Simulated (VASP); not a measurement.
# Si3N: single point with PBE+D3(BJ)

Si3N, a slab with vacuum:

```
Si N
1.0
     3.83334    0.00000    0.00000
     0.00000    5.42117    0.00000
     0.00000    0.00000   22.48776
Si N
6 2
Direct
  0.50000 0.00000 0.17787
  0.00000 0.25000 0.17787
  0.00000 0.50388 0.26087
  0.50000 0.74612 0.26087
  0.50000 0.00860 0.34186
  0.00000 0.24140 0.34186
  0.50000 0.67527 0.50640
  0.50000 0.67527 0.55531
```

| Item | Value |
| --- | --- |
| Program | VASP 6.6.1 |
| Task | single point |
| Functional | PBE |
| Dispersion | D3(BJ) |
| Potentials or basis | VASP PAW PBE potentials, release 64 (Si, N) |
| Cutoff | 520 eV |
| k mesh | 7 × 5 × 1 |
| Occupations | gaussian, width 0.05 eV |
| Spin | no spin polarisation |
| Dipole correction | yes |
| Further INCAR settings | ALGO = Normal; EDIFF = 1e-07; NBANDS = 27 |

The largest force is 2.148 eV/Å, the band gap on the k mesh is zero (band 17 reaches -1.56 eV, above the bottom of band 18 at -1.84 eV) and the dispersion energy per atom is -0.200 eV.

Forces on the atoms (eV/Å):
```
Si   0.000  0.554 -0.056
Si   0.000 -0.555 -0.054
Si   0.000 -0.082  0.002
Si   0.000  0.079  0.005
Si   0.000  0.011  0.055
Si   0.000 -0.004  0.077
N    0.000 -0.007 -2.148
N    0.000  0.003  2.120
```

Levels at points of the mesh, in eV from the Fermi level:
```tsv
k point	band 13	band 14	band 15	band 16	band 17	band 18	band 19	band 20	band 21	band 22
(0.00, 0.00, 0.00)	-2.49	-1.21	-0.71	-0.41	-0.30	0.27	1.19	2.07	2.60	2.66
```

It took 2.2 min on 1 thread of Intel(R) Xeon(R) 6975P-C (Granite Rapids), on a shared host, peak memory 0.53 GiB.

Caveat: the standard files for N, O and F lose accuracy on very short bonds.
